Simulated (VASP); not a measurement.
# TlBr (Pm-3m) in VASP: notebook

The runs below take TlBr through phonons, with PBE+D3(BJ).

Everything below comes from runs of VASP 6.6.1. Logs are shortened: lines on timing, memory, paths and dates and some standing lists are left out, and cuts for length are marked.

## 1. The cell of the first run

It takes space group Pm-3m (No. 221, cubic). Conventional cell: a = 3.715 Å, b = 3.715 Å, c = 3.715 Å, α = 90.00°, β = 90.00°, γ = 90.00°. Within 4.2 Å of Tl (site symmetry m-3m) lie 8 Br at 3.22 Å and 6 Tl at 3.71 Å. Br (site symmetry m-3m) has 8 Tl at 3.22 Å and 6 Br at 3.71 Å within 4.2 Å.

## 2. Phonons, PBE+D3(BJ)

The input, INCAR:

```
SYSTEM = TlBr
PREC = Accurate ; ENCUT = 500
EDIFF = 1E-8 ; ISMEAR = 0
SIGMA = 0.01 ; LREAL = .FALSE.
LASPH = .TRUE. ; NELM = 120
ALGO = Normal ; ISIF = 2
LWAVE = .FALSE. ; LCHARG = .TRUE.
GGA = PE ; IVDW = 12
NBANDS = 17 ; IBRION = 6
NFREE = 2 ; POTIM = 0.015
NSW = 1 ; GGA_COMPAT = .FALSE.
```

The input, KPOINTS:

```
regular mesh
0
G
  8 8 8
  0 0 0
```

The input, POSCAR:

```
TlBr
1.0
    3.7149315711      0.0000000000      0.0000000000
    0.0000000000      3.7149315711      0.0000000000
    0.0000000000      0.0000000000      3.7149315711
Tl Br
1 1
Direct
    0.0000000000      0.0000000000      0.0000000000
    0.5000000000      0.5000000000      0.5000000000
```

Potentials or basis: VASP PAW PBE potentials, release 64 (Tl_d, Br).

The run is started by

```
cat potpaw_PBE.64/Tl_d/POTCAR potpaw_PBE.64/Br/POTCAR > POTCAR
mpirun -np 1 vasp_std > vasp.out
```

OUTCAR:

```text
SYSTEM = TlBr
   PREC = Accurate
   ENCUT = 500
   EDIFF = 1E-8
   ISMEAR = 0
   LREAL = .FALSE.
   LASPH = .TRUE.
   NELM = 120
   ISIF = 2
   GGA = PE
   IVDW = 12
   IBRION = 6
   NFREE = 2
   POTIM = 0.015
   NSW = 1
 IVDW          = 12

 ion  position               nearest neighbor table
   1  0.000  0.000  0.000-   2 3.22   2 3.22   2 3.22   2 3.22   2 3.22   2 3.22   2 3.22   2 3.22

   2  0.500  0.500  0.500-   1 3.22   1 3.22   1 3.22   1 3.22   1 3.22   1 3.22   1 3.22   1 3.22

  LATTYP: Found a simple cubic cell.
 ALAT       =     3.7149315711

  Lattice vectors:

 A1 = (   3.7149315711,   0.0000000000,   0.0000000000)
 A2 = (   0.0000000000,   3.7149315711,   0.0000000000)
 A3 = (   0.0000000000,   0.0000000000,   3.7149315711)

Analysis of symmetry for initial positions (statically):
=====================================================================
 Subroutine PRICEL returns:
 Original cell was already a primitive cell.

 Routine SETGRP: Setting up the symmetry group for a
 simple cubic supercell.

 Subroutine GETGRP returns: Found 48 space group operations
 (whereof 48 operations were pure point group operations)
 out of a pool of 48 trial point group operations.

The static configuration has the point symmetry O_h .

Analysis of symmetry for dynamics (positions and initial velocities):
=====================================================================
 Subroutine PRICEL returns:
 Original cell was already a primitive cell.

 Routine SETGRP: Setting up the symmetry group for a
 simple cubic supercell.

 Subroutine GETGRP returns: Found 48 space group operations
 (whereof 48 operations were pure point group operations)
 out of a pool of 48 trial point group operations.

The dynamic configuration has the point symmetry O_h .

 Subroutine INISYM returns: Found 48 space group operations
 (whereof 48 operations are pure point group operations),
 and found     1 'primitive' translations

----------------------------------------------------------------------------------------

                                     Primitive cell

  volume of cell :      51.2687

  direct lattice vectors                    reciprocal lattice vectors
     3.714931571  0.000000000  0.000000000     0.269183962  0.000000000  0.000000000
[... 123 lines left out ...]
 NGX is ok and might be reduce to    28
   NGX = 13   NGY = 13   NGZ = 13

--------------------------------------- Ionic step        1  -------------------------------------------

 number of electron      20.0000005 magnetization

 Free energy of the ion-electron system (eV)
  ---------------------------------------------------
  ext. energy  EPLUGINS =         0.00000000
  ---------------------------------------------------
  free energy    TOTEN  =        -5.17692741 eV

  energy without entropy =       -5.17692741  energy(sigma->0) =       -5.17692741

------------------------ aborting loop because EDIFF is reached ----------------------------------------

 Edisp (eV)   -0.66956

 E8    (eV) :    -0.3120
[... 151 lines left out ...]
--------------------------------------- Ionic step        5  -------------------------------------------

 number of electron      20.0000005 magnetization

 Free energy of the ion-electron system (eV)
  ---------------------------------------------------
  ext. energy  EPLUGINS =         0.00000000
  ---------------------------------------------------
  free energy    TOTEN  =        -5.17674424 eV

  energy without entropy =       -5.17674424  energy(sigma->0) =       -5.17674424

 E-fermi :   5.0538     XC(G=0):  -9.9849

 val. band max:        4.9779107063   @ k =   0.0000   0.5000   0.0000
 cond. band min:       6.0349222846   @ k =   0.5000   0.5000   0.5000
 fundamental gap:      1.0570115783
 Fermi energy:         5.0537761947

 k-point     1 :       0.0000    0.0000    0.0000
  band No.  band energies     occupation
      1     -10.2848      2.00000
      2      -5.8116      2.00000
      3      -5.8115      2.00000
      4      -5.4907      2.00000
      5      -5.4907      2.00000
      6      -5.4907      2.00000
[... 457 lines left out ...]
      4      -5.5948      2.00000
      5      -5.5005      2.00000
      6      -5.4166      2.00000
[... 9 lines left out ...]
     16      15.9919      0.00000
     17      18.7203      0.00000

 [... further k-points ...]

------------------------ aborting loop because EDIFF is reached ----------------------------------------

 Edisp (eV)   -0.66956

 E8    (eV) :    -0.3120
[... 25 lines left out ...]
  FREE ENERGIE OF THE ION-ELECTRON SYSTEM (eV)
  ---------------------------------------------------
  free  energy   TOTEN  =        -5.8462999600 eV

  energy  without entropy=       -5.8462999600  energy(sigma->0) =       -5.84629996

 INTERNAL STRAIN TENSORS FROM DISPLACED ATOMS
 ============================================

 INTERNAL STRAIN TENSOR FOR ION    1 for displacements in x,y,z  (eV/Angst):
          X           Y           Z          XY          YZ          ZX
  --------------------------------------------------------------------------------
  x     0.00000     0.00000     0.00000     0.00000     0.00000     0.00000
  y     0.00000     0.00000     0.00000     0.00000     0.00000     0.00000
  z     0.00000     0.00000     0.00000     0.00000     0.00000     0.00000

 INTERNAL STRAIN TENSOR FOR ION    2 for displacements in x,y,z  (eV/Angst):
          X           Y           Z          XY          YZ          ZX
  --------------------------------------------------------------------------------
  x     0.00000     0.00000     0.00000     0.00000     0.00000     0.00000
  y     0.00000     0.00000     0.00000     0.00000     0.00000     0.00000
  z     0.00000     0.00000     0.00000     0.00000     0.00000     0.00000

 Eigenvectors and eigenvalues of the dynamical matrix
 ----------------------------------------------------

   1 f  =    2.634766 THz    16.554721 2PiTHz   87.886321 cm-1    10.896510 meV
             X         Y         Z           dx          dy          dz
      0.000000  0.000000  0.000000    -0.000000    0.532069    0.000000
      1.857466  1.857466  1.857466     0.000000   -0.846701    0.000000
[... 21 lines left out ...]
   6 f/i=    0.005931 THz     0.037266 2PiTHz    0.197837 cm-1     0.024529 meV
             X         Y         Z           dx          dy          dz
      0.000000  0.000000  0.000000    -0.583526    0.572760    0.219877
      1.857466  1.857466  1.857466    -0.366689    0.359923    0.138171

 ELASTIC MODULI CONTR FROM IONIC RELAXATION (kBar)
 Direction    XX          YY          ZZ          XY          YZ          ZX
 --------------------------------------------------------------------------------
 XX           0.0000      0.0000      0.0000      0.0000      0.0000      0.0000
 YY           0.0000      0.0000      0.0000      0.0000      0.0000      0.0000
 ZZ           0.0000      0.0000      0.0000      0.0000      0.0000      0.0000
 XY           0.0000      0.0000      0.0000      0.0000      0.0000      0.0000
 YZ           0.0000      0.0000      0.0000      0.0000      0.0000      0.0000
 ZX           0.0000      0.0000      0.0000      0.0000      0.0000      0.0000
 --------------------------------------------------------------------------------
```

OSZICAR:

```text
N       E                     dE             d eps       ncg     rms          rms(c)
DAV:   1     0.934945760210E+02    0.93495E+02   -0.98708E+03  1262   0.102E+03
DAV:   2    -0.241163507236E+01   -0.95906E+02   -0.93048E+02  1516   0.227E+02
DAV:   3    -0.532487618652E+01   -0.29132E+01   -0.29038E+01  1363   0.348E+01
[... 44 lines left out ...]
DAV:   4    -0.517674302070E+01    0.12042E-04   -0.90324E-05  2804   0.485E-02    0.109E-02
DAV:   5    -0.517674427501E+01   -0.12543E-05   -0.14305E-05  2739   0.191E-02    0.638E-03
DAV:   6    -0.517674429516E+01   -0.20153E-07   -0.86999E-07  2945   0.542E-03    0.379E-03
DAV:   7    -0.517674424503E+01    0.50125E-07   -0.14958E-07  2963   0.244E-03    0.105E-03
DAV:   8    -0.517674424378E+01    0.12540E-08   -0.29341E-08  2762   0.855E-04
   5 F= -.58463000E+01 E0= -.58463000E+01  d E =-.264031E-29
```

stdout:

```text
POSCAR found type information on POSCAR TlBr
 POSCAR found :  2 types and       2 ions
 scaLAPACK will be used
 LDA part: xc-table for (Slater+PW92), standard interpolation
 POSCAR, INCAR and KPOINTS ok, starting setup
 FFT: planning ... GRIDC
 FFT: planning ... GRID_SOFT
 FFT: planning ... GRID
 WAVECAR not read
 entering main loop
 Found     2 degrees of freedom:
 Finite differences POTIM= 0.01500 DOF=   2
 bond charge predicted
 Finite differences progress:
 bond charge predicted
 Finite differences progress:
 bond charge predicted
 Finite differences progress:
 bond charge predicted
 Finite differences progress:
```

It took 3 min on 1 thread of Intel Xeon 8259CL, shared host; peak memory 0.25 GiB.

Results:

```
Highest phonon frequency at Γ, LO-TO splitting left out : 88 cm⁻¹
Dispersion energy per atom                              : -0.335 eV
```

Phonon frequencies in cm⁻¹ (negative: imaginary):
```csv
q point,frequencies
"(0.000, 0.000, 0.000)",0 0 0 88 88 88
```

Caveat: the cell stands under pressure or tension, which shifts response properties; spin-orbit coupling is left out, which moves the levels of the heavy elements.

## 3. Phonons, PBE+D3(BJ)

This run uses another cell than the first one, of 28.42 Å³/atom.

The input, INCAR:

```
PREC = Accurate
ENCUT = 500
EDIFF = 1E-8
ISMEAR = 0
SIGMA = 0.01
LREAL = F
LASPH = T
NELM = 120
ALGO = Normal
ISIF = 2
LWAVE = F
LCHARG = F
GGA = PE
IVDW = 12
NBANDS = 17
IBRION = 6
NFREE = 2
POTIM = 0.015
NSW = 1
GGA_COMPAT = F
```

The input, KPOINTS:

```
regular mesh
0
Gamma
  8 8 8
```

The input, POSCAR:

```
TlBr
1.0
    3.8449364366      0.0000000000      0.0000000000
    0.0000000000      3.8449364366      0.0000000000
    0.0000000000      0.0000000000      3.8449364366
Tl Br
1 1
Direct
    0.0000000000      0.0000000000      0.0000000000
    0.5000000000      0.5000000000      0.5000000000
```

Potentials or basis: VASP PAW PBE potentials, release 64 (Tl_d, Br).

The run is started by

```
cat potpaw_PBE.64/Tl_d/POTCAR potpaw_PBE.64/Br/POTCAR > POTCAR
mpirun -np 1 vasp_std > vasp.out
```

OUTCAR:

```text
PREC = Accurate
   ENCUT = 500
   EDIFF = 1E-8
   ISMEAR = 0
   LREAL = F
   LASPH = T
   NELM = 120
   ISIF = 2
   GGA = PE
   IVDW = 12
   IBRION = 6
   NFREE = 2
   POTIM = 0.015
   NSW = 1
 IVDW          = 12

 ion  position               nearest neighbor table
   1  0.000  0.000  0.000-   2 3.33   2 3.33   2 3.33   2 3.33   2 3.33   2 3.33   2 3.33   2 3.33

   2  0.500  0.500  0.500-   1 3.33   1 3.33   1 3.33   1 3.33   1 3.33   1 3.33   1 3.33   1 3.33

  LATTYP: Found a simple cubic cell.
 ALAT       =     3.8449364366

  Lattice vectors:

 A1 = (   3.8449364366,   0.0000000000,   0.0000000000)
 A2 = (   0.0000000000,   3.8449364366,   0.0000000000)
 A3 = (   0.0000000000,   0.0000000000,   3.8449364366)

Analysis of symmetry for initial positions (statically):
=====================================================================
 Subroutine PRICEL returns:
 Original cell was already a primitive cell.

 Routine SETGRP: Setting up the symmetry group for a
 simple cubic supercell.

 Subroutine GETGRP returns: Found 48 space group operations
 (whereof 48 operations were pure point group operations)
 out of a pool of 48 trial point group operations.

The static configuration has the point symmetry O_h .

Analysis of symmetry for dynamics (positions and initial velocities):
=====================================================================
 Subroutine PRICEL returns:
 Original cell was already a primitive cell.

 Routine SETGRP: Setting up the symmetry group for a
 simple cubic supercell.

 Subroutine GETGRP returns: Found 48 space group operations
 (whereof 48 operations were pure point group operations)
 out of a pool of 48 trial point group operations.

The dynamic configuration has the point symmetry O_h .

 Subroutine INISYM returns: Found 48 space group operations
 (whereof 48 operations are pure point group operations),
 and found     1 'primitive' translations

----------------------------------------------------------------------------------------

                                     Primitive cell

  volume of cell :      56.8418

  direct lattice vectors                    reciprocal lattice vectors
     3.844936437  0.000000000  0.000000000     0.260082323  0.000000000  0.000000000
     0.000000000  3.844936437  0.000000000     0.000000000  0.260082323  0.000000000
     0.000000000  0.000000000  3.844936437     0.000000000  0.000000000  0.260082323

  length of vectors
     3.844936437  3.844936437  3.844936437     0.260082323  0.260082323  0.260082323

  position of ions in fractional coordinates (direct lattice)
     0.000000000  0.000000000  0.000000000
     0.500000000  0.500000000  0.500000000

  ion indices of the primitive-cell ions
   primitive index   ion index
                 1           1
                 2           2

----------------------------------------------------------------------------------------

 KPOINTS: regular mesh

Automatic generation of k-mesh.
 Grid dimensions read from file:
 generate k-points for:    8    8    8

 Generating k-lattice:
[... 68 lines left out ...]
   ISIF   =      2    stress and relaxation
   ISYM   =      2    0-nonsym 1-usesym 2-fastsym
   POTIM  = 0.0150    time-step for ionic-motion
   TEBEG  =    0.0;   TEEND  =   0.0 temperature during run
   PSTRESS=    0.0 pullay stress
   NELECT =      20.0000    total number of electrons
   NUPDOWN=      -1.0000    fix difference up-down
   EMIN   =  10.00;   EMAX   =-10.00  energy-range for DOS
   EFERMI =   0.00;   METHOD = LEGACY
   ISMEAR =     0;   SIGMA  =   0.01  broadening in eV -4-tet -1-fermi 0-gaus
   EFERMI_NEDOS =   21; number of points for ismear=-14 and -15
   IALGO  =     38    algorithm
   IMIX   =      4    mixing-type and parameters
     AMIX     =   0.40;   BMIX     =  1.00
     AMIX_MAG =   1.60;   BMIX_MAG =  1.00
  volume/ion in A,a.u.               =      28.42       191.79
  Fermi-wavevector in a.u.,A,eV,Ry     =   1.155746  2.184043 18.173960  1.335748
  Thomas-Fermi vector in A             =   2.292372
   LORBIT       =      0    0 simple, 1 ext, 2 COOP (PROOUT), +10 PAW based schemes
   GGA     = PE    functional components
   LHFCALC =     F    Hartree Fock is set to
   AEXX    =    0.0000 exact exchange contribution
   IVDW    =    12    specifies the selected vdW correction
   LEPSILON=     F    determine dielectric tensor
   LRPA    =     F    only Hartree local field effects (RPA)
 finite differences with symmetry
 non-spin polarized calculation
 Gauss-broadening in eV      SIGMA  =   0.01
  energy-cutoff  :      500.00
  volume of cell :       56.84
 maximum number of plane-waves:      1472
   NGX = 15   NGY = 15   NGZ = 15

--------------------------------------- Ionic step        1  -------------------------------------------

 number of electron      19.9999993 magnetization

 Free energy of the ion-electron system (eV)
  ---------------------------------------------------
  ext. energy  EPLUGINS =         0.00000000
  ---------------------------------------------------
  free energy    TOTEN  =        -5.42471602 eV

  energy without entropy =       -5.42471602  energy(sigma->0) =       -5.42471602

------------------------ aborting loop because EDIFF is reached ----------------------------------------

 Edisp (eV)   -0.60527

 E8    (eV) :    -0.2831
[... 151 lines left out ...]
--------------------------------------- Ionic step        5  -------------------------------------------

 number of electron      19.9999992 magnetization

 Free energy of the ion-electron system (eV)
  ---------------------------------------------------
  ext. energy  EPLUGINS =         0.00000000
  ---------------------------------------------------
  free energy    TOTEN  =        -5.42461770 eV

  energy without entropy =       -5.42461770  energy(sigma->0) =       -5.42461770

 E-fermi :   3.6495     XC(G=0):  -9.4700

 val. band max:        3.5940669486   @ k =   0.0000   0.5000   0.0000
 cond. band min:       5.1511858678   @ k =   0.5000   0.0000   0.0000
 fundamental gap:      1.5571189193
 Fermi energy:         3.6495234572

 k-point     1 :       0.0000    0.0000    0.0000
  band No.  band energies     occupation
      1     -10.8359      2.00000
      2      -6.7904      2.00000
      3      -6.7904      2.00000
      4      -6.5517      2.00000
      5      -6.5517      2.00000
      6      -6.5517      2.00000
[... 457 lines left out ...]
      4      -6.6236      2.00000
      5      -6.5692      2.00000
      6      -6.5002      2.00000
[... 9 lines left out ...]
     16      14.5698      0.00000
     17      16.7684      0.00000

 [... further k-points ...]

------------------------ aborting loop because EDIFF is reached ----------------------------------------

 Edisp (eV)   -0.60527

 E8    (eV) :    -0.2831
[... 25 lines left out ...]
  FREE ENERGIE OF THE ION-ELECTRON SYSTEM (eV)
  ---------------------------------------------------
  free  energy   TOTEN  =        -6.0298887372 eV

  energy  without entropy=       -6.0298887372  energy(sigma->0) =       -6.02988874

 INTERNAL STRAIN TENSORS FROM DISPLACED ATOMS
 ============================================

 INTERNAL STRAIN TENSOR FOR ION    1 for displacements in x,y,z  (eV/Angst):
          X           Y           Z          XY          YZ          ZX
  --------------------------------------------------------------------------------
  x     0.00000     0.00000     0.00000     0.00000     0.00000     0.00000
  y     0.00000     0.00000     0.00000     0.00000     0.00000     0.00000
  z     0.00000     0.00000     0.00000     0.00000     0.00000     0.00000

 INTERNAL STRAIN TENSOR FOR ION    2 for displacements in x,y,z  (eV/Angst):
          X           Y           Z          XY          YZ          ZX
  --------------------------------------------------------------------------------
  x     0.00000     0.00000     0.00000     0.00000     0.00000     0.00000
  y     0.00000     0.00000     0.00000     0.00000     0.00000     0.00000
  z     0.00000     0.00000     0.00000     0.00000     0.00000     0.00000

 Eigenvectors and eigenvalues of the dynamical matrix
 ----------------------------------------------------

   1 f  =    1.916692 THz    12.042931 2PiTHz   63.933965 cm-1     7.926798 meV
             X         Y         Z           dx          dy          dz
      0.000000  0.000000  0.000000     0.526535   -0.000000   -0.000000
      1.922468  1.922468  1.922468    -0.850153    0.000000    0.000000
[... 21 lines left out ...]
   6 f/i=    0.008186 THz     0.051437 2PiTHz    0.273069 cm-1     0.033856 meV
             X         Y         Z           dx          dy          dz
      0.000000  0.000000  0.000000    -0.850153   -0.000000   -0.000000
      1.922468  1.922468  1.922468    -0.526535    0.000000    0.000000

 ELASTIC MODULI CONTR FROM IONIC RELAXATION (kBar)
 Direction    XX          YY          ZZ          XY          YZ          ZX
 --------------------------------------------------------------------------------
 XX           0.0000      0.0000      0.0000      0.0000      0.0000      0.0000
 YY           0.0000      0.0000      0.0000      0.0000      0.0000      0.0000
 ZZ           0.0000      0.0000      0.0000      0.0000      0.0000      0.0000
 XY           0.0000      0.0000      0.0000      0.0000      0.0000      0.0000
 YZ           0.0000      0.0000      0.0000      0.0000      0.0000      0.0000
 ZX           0.0000      0.0000      0.0000      0.0000      0.0000      0.0000
 --------------------------------------------------------------------------------
```

Run time: 2.8 min. Hardware: 1 thread of Intel Xeon 8259CL, shared host; peak memory 0.26 GiB.

Results:

```
Highest phonon frequency at Γ, LO-TO splitting left out : 64 cm⁻¹
Dispersion energy per atom                              : -0.303 eV
```

Phonon frequencies in cm⁻¹ (negative: imaginary):
| q point | frequencies |
| --- | --- |
| (0.000, 0.000, 0.000) | 0 0 0 64 64 64 |

Caveat: the cell stands under pressure or tension, which shifts response properties; spin-orbit coupling is left out, which moves the levels of the heavy elements.
